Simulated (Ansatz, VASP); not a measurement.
## LiCl in VASP and in Ansatz

INCAR

```
SYSTEM = LiCl
  PREC = Accurate
  ENCUT = 520
  EDIFF = 1E-6
  ISMEAR = 0
  SIGMA = 0.05
  LREAL = .FALSE.
  LASPH = .TRUE.
  NELM = 80
  ALGO = Normal
  ISIF = 2
  LWAVE = .FALSE.
  LCHARG = .FALSE.
  GGA = PE
  NBANDS = 12
```

KPOINTS

```
Automatic mesh
0
G
  8 8 8
  0 0 0
```

File POSCAR:

```
LiCl
1.0
    0.0000000000      2.4365220000      2.5647600000
    2.4365220000      0.0000000000      2.5647600000
    2.4365220000      2.4365220000      0.0000000000
Li Cl
1 1
Direct
    0.0000000000      0.0000000000      0.0000000000
    0.5000000000      0.5000000000      0.5000000000
```

Input for Ansatz:

```yaml
crystal:
  lattice:
    - [0.0, 2.436522, 2.56476]
    - [2.436522, 0.0, 2.56476]
    - [2.436522, 2.436522, 0.0]
  atoms:
    - { symbol: Li, position: [0.0, 0.0, 0.0] }
    - { symbol: Cl, position: [0.5, 0.5, 0.5] }
basis:
  ecutwfc: 420
kpoints:
  mp_grid: { grid: [8, 8, 8] }
hamiltonian:
  xc: pbe
scf:
  occupations: { method: gaussian, width: 0.05 }
output:
  forces: true
  stress: true
  eigenvalues: true
  write_density: true
  write_potential: true
  elf: true
  volumetric_format: npy
```

Change from the starting cell: strain -0.050 along x and y, +0.000 along z, atoms carried along.

Alike in both runs: task single point; functional PBE; k mesh 8 × 8 × 8; occupations gaussian, width 0.05 eV; no spin polarisation.

|  | VASP | Ansatz |
| --- | --- | --- |
| version | VASP 6.6.1 | Ansatz 0.2.0 |
| potentials or method | VASP PAW PBE potentials, release 64 (Li_sv, Cl), cutoff 520 eV | scalar-relativistic, plane waves, PAW |
| valence electrons in the cell | 10 | 10 |

```csv
,VASP,Ansatz,Ansatz less VASP
gap on the k mesh at the Fermi level (eV),6.76,6.74,-0.021
least direct gap on the mesh (eV),6.89,6.88,-0.015
```

With one functional, cell and mesh, what is left measures potentials, basis and numerics.

Noted on VASP's run: the cutoff is under 1.25 times that of the potentials, so the pressure is a little rough.
